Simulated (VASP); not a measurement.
A run of VASP 6.6.1:

Contents of INCAR:

```
ALGO     = Normal         # electronic algorithm
EDIFF    = 1E-6           # SCF threshold, eV
ENCUT    = 520            # plane-wave cutoff, eV
GGA      = PE             # functional
ISIF     = 2              # what is computed and relaxed
ISMEAR   = 0              # smearing method
LASPH    = True           # aspherical terms in the spheres
LCHARG   = False          # write CHGCAR
LREAL    = False          # projectors in reciprocal space
LWAVE    = False          # write WAVECAR
NBANDS   = 16             # bands
NELM     = 100            # most SCF steps
PREC     = Accurate       # precision mode
SIGMA    = 0.05           # smearing width, eV
```

Contents of KPOINTS:

```
k-points
0
Gamma
  9 9 6
```

Contents of POSCAR:

```
AlN
1.0
    3.4916451793      0.0000000000      0.0000000000
   -1.7458225897      3.0238534262      0.0000000000
    0.0000000000      0.0000000000      4.0726549371
Al N
2 2
Direct
    0.3333333333      0.6666666667      0.7500000000
    0.6666666667      0.3333333333      0.2500000000
    0.3333333333      0.6666666667      0.2500000000
    0.6666666667      0.3333333333      0.7500000000
```

Potentials or basis: VASP PAW PBE potentials, release 64 (Al, N).

The run is started by

```console
$ cat potpaw_PBE.64/Al/POTCAR potpaw_PBE.64/N/POTCAR > POTCAR
$ mpirun -np 1 vasp_std > vasp.out
```

Hardware: 1 thread of Intel(R) Xeon(R) 6975P-C (Granite Rapids), on a shared host.

How long does it take, and how much memory?

Run time: 12 s on 1 thread of Intel(R) Xeon(R) 6975P-C (Granite Rapids), with other jobs on the host, peak memory 0.16 GiB. Counts: scf iterations 14, k points 48.
